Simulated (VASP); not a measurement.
# ZrC (Fm-3m) in VASP: elastic constants with BLYP+D4

Aim: the elastic constants of ZrC with BLYP+D4.

All numbers are computed with VASP 6.6.1; they aren't measurements. Logs are shortened: lines on timing, memory, paths and dates and some standing lists are left out, and cuts for length are marked.

## (1) The cell of the first run

The structure is cubic, space group Fm-3m (No. 225). Conventional cell: a = 4.391 Å, b = 4.391 Å, c = 4.391 Å, α = 90.00°, β = 90.00°, γ = 90.00°. Within 2.9 Å of Zr (site symmetry m-3m) lie 6 C at 2.20 Å. C (site symmetry m-3m) has 6 Zr at 2.20 Å within 2.9 Å.

## (2) Elastic constants, BLYP+D4 (volume scaled by 0.8)

INCAR reads:

```
SYSTEM = ZrC
PREC     = Accurate       ! precision mode
ENCUT    = 600            ! plane-wave cutoff, eV
EDIFF    = 1E-8           ! SCF threshold, eV
ISMEAR   = -1             ! smearing method
SIGMA    = 0.15           ! smearing width, eV
LREAL    = .False.        ! projectors in reciprocal space
LASPH    = .True.         ! aspherical terms in the spheres
NELM     = 60             ! most SCF steps
ALGO     = Normal         ! electronic algorithm
ISIF     = 3              ! what is computed and relaxed
LWAVE    = .False.        ! write WAVECAR
LCHARG   = .False.        ! write CHGCAR
GGA      = B5             ! functional
ALDAX    = 1.0          
AGGAX    = 1.0          
AGGAC    = 1.0          
ALDAC    = 0.0          
IVDW     = 13             ! dispersion correction
VDW_S6   = 1.0          
VDW_S8   = 2.34076671   
VDW_A1   = 0.44488865   
VDW_A2   = 4.0933009    
IBRION   = 6              ! ionic algorithm
NFREE    = 2            
POTIM    = 0.015          ! step
NSW      = 1              ! ionic steps
```

KPOINTS reads:

```
regular mesh
0
Gamma
  7 7 7
  0 0 0
```

POSCAR reads:

```
ZrC
1.0
    0.0000000000      2.1954715183      2.1954715183
    2.1954715183      0.0000000000      2.1954715183
    2.1954715183      2.1954715183      0.0000000000
Zr C
1 1
Direct
    0.5000000000      0.5000000000      0.5000000000
    0.0000000000      0.0000000000      0.0000000000
```

Potentials or basis: VASP PAW PBE potentials, release 64 (Zr_sv, C).

Command:

```sh
$ cat potpaw_PBE.64/Zr_sv/POTCAR potpaw_PBE.64/C/POTCAR > POTCAR
$ mpirun -np 1 vasp_std > vasp.out
```

OUTCAR:

```text
SYSTEM = ZrC
   PREC = Accurate
   ENCUT = 600
   EDIFF = 1E-8
   ISMEAR = -1
   LREAL = .False.
   LASPH = .True.
   NELM = 60
   ISIF = 3
   GGA = B5
   IVDW = 13
   IBRION = 6
   NFREE = 2
   POTIM = 0.015
   NSW = 1

 ion  position               nearest neighbor table
   1  0.500  0.500  0.500-   2 2.20   2 2.20   2 2.20   2 2.20   2 2.20   2 2.20
   2  0.000  0.000  0.000-   1 2.20   1 2.20   1 2.20   1 2.20   1 2.20   1 2.20

  LATTYP: Found a face centered cubic cell.
 ALAT       =     4.3909430366

  Lattice vectors:

 A1 = (   0.0000000000,   2.1954715183,   2.1954715183)
 A2 = (   2.1954715183,   0.0000000000,   2.1954715183)
 A3 = (   2.1954715183,   2.1954715183,   0.0000000000)

Analysis of symmetry for initial positions (statically):
=====================================================================
 Subroutine PRICEL returns:
 Original cell was already a primitive cell.

 Routine SETGRP: Setting up the symmetry group for a
 face centered cubic supercell.

 Subroutine GETGRP returns: Found 48 space group operations
 (whereof 48 operations were pure point group operations)
 out of a pool of 48 trial point group operations.

The static configuration has the point symmetry O_h .

Analysis of symmetry for dynamics (positions and initial velocities):
=====================================================================
 Subroutine PRICEL returns:
 Original cell was already a primitive cell.

 Routine SETGRP: Setting up the symmetry group for a
 face centered cubic supercell.

 Subroutine GETGRP returns: Found 48 space group operations
 (whereof 48 operations were pure point group operations)
 out of a pool of 48 trial point group operations.

The dynamic configuration has the point symmetry O_h .

 Subroutine INISYM returns: Found 48 space group operations
 (whereof 48 operations are pure point group operations),
 and found     1 'primitive' translations

----------------------------------------------------------------------------------------

                                     Primitive cell

  volume of cell :      21.1648

  direct lattice vectors                    reciprocal lattice vectors
     0.000000000  2.195471518  2.195471518    -0.227741511  0.227741511  0.227741511
     2.195471518  0.000000000  2.195471518     0.227741511 -0.227741511  0.227741511
     2.195471518  2.195471518  0.000000000     0.227741511  0.227741511 -0.227741511

  length of vectors
     3.104865597  3.104865597  3.104865597     0.394459867  0.394459867  0.394459867

  position of ions in fractional coordinates (direct lattice)
     0.500000000  0.500000000  0.500000000
     0.000000000  0.000000000  0.000000000

  ion indices of the primitive-cell ions
   primitive index   ion index
                 1           1
                 2           2

----------------------------------------------------------------------------------------

 KPOINTS: regular mesh

Automatic generation of k-mesh.
 Grid dimensions read from file:
 generate k-points for:    7    7    7

 Generating k-lattice:

  Cartesian coordinates                     Fractional coordinates (reciprocal lattice)
    -0.032534502  0.032534502  0.032534502     0.142857143  0.000000000  0.000000000
     0.032534502 -0.032534502  0.032534502     0.000000000  0.142857143  0.000000000
     0.032534502  0.032534502 -0.032534502     0.000000000  0.000000000  0.142857143

  Length of vectors
     0.056351410  0.056351410  0.056351410

[... 76 lines left out ...]
   IVDW    =    13    specifies the selected vdW correction
   LEPSILON=     F    determine dielectric tensor
   LRPA    =     F    only Hartree local field effects (RPA)
 finite differences with symmetry
 non-spin polarized calculation
  energy-cutoff  :      600.00
  volume of cell :       21.16
 maximum number of plane-waves:       725
 NGX is ok and might be reduce to    28
   NGX = 13   NGY = 13   NGZ = 13

--------------------------------------- Ionic step        1  -------------------------------------------

 number of electron      16.0000000 magnetization

 Free energy of the ion-electron system (eV)
  ---------------------------------------------------
  ext. energy  EPLUGINS =         0.00000000
  ---------------------------------------------------
  free energy    TOTEN  =       -16.46672909 eV

  energy without entropy =      -16.44617602  energy(sigma->0) =      -16.45645256

------------------------ aborting loop because EDIFF is reached ----------------------------------------

  DFT-D4 for vdW energy calculation

  Edisp (eV):   -1.17840
[... 105 lines left out ...]
  FREE ENERGIE OF THE ION-ELECTRON SYSTEM (eV)
  ---------------------------------------------------
  free  energy   TOTEN  =       -17.4863575368 eV

  energy  without entropy=      -17.4659153415  energy(sigma->0) =      -17.47613644

[... ionic steps 4 to 14 ...]

--------------------------------------- Ionic step       15  -------------------------------------------

 number of electron      16.0000000 magnetization

------------------------ aborting loop because EDIFF is reached ----------------------------------------
[... 75 lines left out ...]
--------------------------------------- Ionic step       17  -------------------------------------------

 number of electron      16.0000000 magnetization

 Free energy of the ion-electron system (eV)
  ---------------------------------------------------
  ext. energy  EPLUGINS =         0.00000000
  ---------------------------------------------------
  free energy    TOTEN  =       -16.46524025 eV

  energy without entropy =      -16.44482436  energy(sigma->0) =      -16.45503230

 E-fermi :  12.7402     XC(G=0): -12.4812

 val. band max:       12.4410476834   @ k =   0.1429   0.1429   0.0000
 cond. band min:      12.8727070561   @ k =   0.0000   0.1429   0.1429
 fundamental gap:      0.4316593728
 Fermi energy:        12.7401855770

 k-point     1 :       0.0000    0.0000    0.0000
  band No.  band energies     occupation
      1     -34.7777      2.00000
      2     -12.3364      2.00000
      3     -12.3362      2.00000
      4     -12.3362      2.00000
      5       0.8717      2.00000
      6      13.5640      0.00821
      7      13.5640      0.00821
      8      13.6061      0.00620
      9      13.8200      0.00149
     10      13.8707      0.00107
     11      13.8707      0.00107
     12      16.0652      0.00000
[... 331 lines left out ...]
 k-point    24 :       0.0000   -0.4286    0.1429
  band No.  band energies     occupation
      1     -34.5108      2.00000
      2     -13.8988      2.00000
      3     -12.7159      2.00000
      4     -12.5222      2.00000
      5       4.2426      2.00000
      6       7.3252      2.00000
      7       9.2878      2.00000
      8       9.6797      2.00000
      9      17.2777      0.00000
     10      17.9392      0.00000
     11      18.7007      0.00000
     12      22.4409      0.00000

 [... further k-points ...]

------------------------ aborting loop because EDIFF is reached ----------------------------------------

  DFT-D4 for vdW energy calculation

  Edisp (eV):   -1.17841
[... 25 lines left out ...]
  FREE ENERGIE OF THE ION-ELECTRON SYSTEM (eV)
  ---------------------------------------------------
  free  energy   TOTEN  =       -17.6436515084 eV

  energy  without entropy=      -17.6232356251  energy(sigma->0) =      -17.63344357

 INTERNAL STRAIN TENSORS FROM STRAINED CELLS
 ============================================

 INTERNAL STRAIN TENSOR FOR ION    1 for displacements in x,y,z  (eV/Angst):
          X           Y           Z          XY          YZ          ZX
  --------------------------------------------------------------------------------
  x    -0.00000    -0.00000    -0.00000    -0.00000     0.00000    -0.00000
  y     0.00000    -0.00000    -0.00000    -0.00000    -0.00000    -0.00000
  z    -0.00000     0.00000    -0.00000     0.00000     0.00000     0.00000

 INTERNAL STRAIN TENSORS FROM DISPLACED ATOMS
 ============================================

 INTERNAL STRAIN TENSOR FOR ION    1 for displacements in x,y,z  (eV/Angst):
          X           Y           Z          XY          YZ          ZX
  --------------------------------------------------------------------------------
  x     0.00000     0.00000     0.00000     0.00000     0.00000     0.00000
  y     0.00000     0.00000     0.00000     0.00000     0.00000     0.00000
  z     0.00000     0.00000     0.00000     0.00000     0.00000     0.00000

 INTERNAL STRAIN TENSOR FOR ION    2 for displacements in x,y,z  (eV/Angst):
          X           Y           Z          XY          YZ          ZX
  --------------------------------------------------------------------------------
  x     0.00000     0.00000     0.00000     0.00000     0.00000     0.00000
  y     0.00000     0.00000     0.00000     0.00000     0.00000     0.00000
  z     0.00000     0.00000     0.00000     0.00000     0.00000     0.00000

 Eigenvectors and eigenvalues of the dynamical matrix
 ----------------------------------------------------

   1 f  =   17.393817 THz   109.288578 2PiTHz  580.195297 cm-1    71.935016 meV
             X         Y         Z           dx          dy          dz
      2.195472  2.195472  2.195472    -0.341072    0.000000    0.000000
      0.000000  0.000000  0.000000     0.940037    0.000000    0.000000
[... 21 lines left out ...]
   6 f/i=    0.000442 THz     0.002774 2PiTHz    0.014728 cm-1     0.001826 meV
             X         Y         Z           dx          dy          dz
      2.195472  2.195472  2.195472     0.000000   -0.108622    0.933741
      0.000000  0.000000  0.000000     0.000000   -0.039411    0.338787

--------------------------------------------------------------------------------------------------------

 ELASTIC MODULI CONTR FROM IONIC RELAXATION (kBar)
 Direction    XX          YY          ZZ          XY          YZ          ZX
 --------------------------------------------------------------------------------
 XX           0.0000      0.0000      0.0000      0.0000      0.0000      0.0000
 YY           0.0000      0.0000      0.0000      0.0000      0.0000      0.0000
 ZZ           0.0000      0.0000      0.0000      0.0000      0.0000      0.0000
 XY           0.0000      0.0000      0.0000      0.0000      0.0000      0.0000
 YZ           0.0000      0.0000      0.0000      0.0000      0.0000      0.0000
 ZX           0.0000      0.0000      0.0000      0.0000      0.0000      0.0000
 --------------------------------------------------------------------------------

 TOTAL ELASTIC MODULI (kBar)
 Direction    XX          YY          ZZ          XY          YZ          ZX
 --------------------------------------------------------------------------------
 XX        9327.8547   1409.6531   1409.6531     -0.0000      0.0000     -0.0000
 YY        1409.6531   9327.8547   1409.6531      0.0000     -0.0000     -0.0000
 ZZ        1409.6531   1409.6531   9327.8547      0.0000      0.0000     -0.0000
 XY          -0.0000      0.0000      0.0000   1901.5526     -0.0000      0.0000
 YZ           0.0000     -0.0000      0.0000     -0.0000   1901.5526      0.0000
 ZX          -0.0000     -0.0000     -0.0000      0.0000      0.0000   1901.5526
 --------------------------------------------------------------------------------
```

It took 4.8 min on 1 thread of Intel Xeon Platinum 8488C (Sapphire Rapids), shared host; peak memory 0.2 GiB.

Results:

```yaml
Elastic_constants_C11_C12_C44: 933, 141, 190 GPa
Voigt_bulk_modulus: 405 GPa
Highest_phonon_frequency_at_Γ_LO-TO_splitting_left_out: 580 cm⁻¹
Dispersion_energy_per_atom: -0.589 eV
```

Phonon frequencies in cm⁻¹ (negative: imaginary):
| q point | frequencies |
| --- | --- |
| (0.000, 0.000, 0.000) | 0 0 0 580 580 580 |

Elastic tensor in Voigt notation (GPa, in the Cartesian axes of the cell as first typed):
```
933 141 141   0   0   0
141 933 141   0   0   0
141 141 933   0   0   0
  0   0   0 190   0   0
  0   0   0   0 190   0
  0   0   0   0   0 190
```

Clamped-ion elastic tensor (GPa):
```
933 141 141   0   0   0
141 933 141   0   0   0
141 141 933   0   0   0
  0   0   0 190   0   0
  0   0   0   0 190   0
  0   0   0   0   0 190
```

Caveat: the cell is under stress, which shifts elastic constants; the PAW data sets were made with another functional, which shifts forces and pressure a little.
